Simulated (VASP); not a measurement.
Na, 1 atom in the cell. It takes space group Im-3m (No. 229, cubic). The conventional cell has a = 4.208 Å, b = 4.208 Å, c = 4.208 Å, α = 90.00°, β = 90.00°, γ = 90.00°. Na (site symmetry m-3m) has 14 Na at 3.64 to 4.21 Å within 4.8 Å. 

```yaml
Program: VASP 6.6.1
Task: single point
Functional: LDA
Potentials_or_basis: VASP PAW LDA potentials, release 64 (Na_pv)
Cutoff: 520 eV
k_mesh: 5 × 6 × 6
Occupations: gaussian, width 0.1 eV
Spin: collinear spin, zero start
Starting_moments: "[0.0] μB"
Dipole_correction: no
Further_INCAR_settings: ALGO = Normal; EDIFF = 1e-06; NBANDS = 14; ISYM = 0
```

Potentials or basis: VASP PAW LDA potentials, release 64 (Na_pv).

The run is started by

```sh
$ cat potpaw_LDA.64/Na_pv/POTCAR > POTCAR
$ mpirun -np 1 vasp_std > vasp.out
```

Hardware: 1 thread of AMD EPYC 7R43 64-Core Processor (Zen 3) (shared host).

Problem. How long does it take, and how much memory?

Solution. Wall time 53 s on 1 thread of AMD EPYC 7R43 64-Core Processor (Zen 3) (shared host), peak memory 0.15 GiB. Counts: scf iterations 9, k points 92.
